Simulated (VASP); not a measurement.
Input of a VASP 6.6.1 run:

Contents of INCAR:

```
SYSTEM = Ta3H
  PREC = Accurate
  ENCUT = 520
  EDIFF = 1E-7
  ISMEAR = 0
  SIGMA = 0.1
  LREAL = .FALSE.
  LASPH = .TRUE.
  NELM = 60
  ALGO = Normal
  ISIF = 2
  LWAVE = .FALSE.
  LCHARG = .TRUE.
  LDIPOL = .TRUE.
  IDIPOL = 3
  DIPOL = 0.5 0.5 0.323
  GGA = CA
  LELF = .TRUE.
  LVHAR = .TRUE.
  LVACPOTAV = .TRUE.
  NBANDS = 44
```

KPOINTS

```
regular mesh
0
G
  6 6 1
  0 0 0
```

File POSCAR:

```
Ta3H
1.0
    4.6002247492      0.0000000000      0.0000000000
   -2.3001123746      3.9839114959      0.0000000000
    0.0000000000      0.0000000000     22.4017722044
Ta H
6 2
Direct
    0.6666666667      0.3333333333      0.1785573018
    0.3333333333      0.6666666667      0.2204743848
    0.0000000000      0.0000000000      0.2623914678
    0.6666666667      0.3333333333      0.3016814391
    0.3333333333      0.6666666667      0.3385386112
    0.0000000000      0.0000000000      0.3750494438
    0.2626846112      0.6666666667      0.4522754768
    0.4039820555      0.6666666667      0.4522754768
```

Potentials or basis: VASP PAW LDA potentials, release 64 (Ta_pv, H).

Run with:

```bash
$ cat potpaw_LDA.64/Ta_pv/POTCAR potpaw_LDA.64/H/POTCAR > POTCAR
$ mpirun -np 1 vasp_std > vasp.out
```

**Question.** Estimate the largest force.

**Answer.** 6.377 eV/Å.

**Question.** What does it give for the band gap on the k mesh?

**Answer.** Zero (bands 34 and 35 overlap by 0.03 eV).

Forces in eV/Å, atoms in the order of the input:
```
Ta   0.000  0.012  1.982
Ta   0.000 -0.001 -0.512
Ta   0.000 -0.005 -1.794
Ta   0.000 -0.008  0.216
Ta   0.000  0.035  0.339
Ta   0.000 -0.006 -0.269
H   -6.377 -0.013  0.019
H    6.377 -0.013  0.019
```

Caveat: spin-orbit coupling is left out, which moves the levels of the heavy elements.
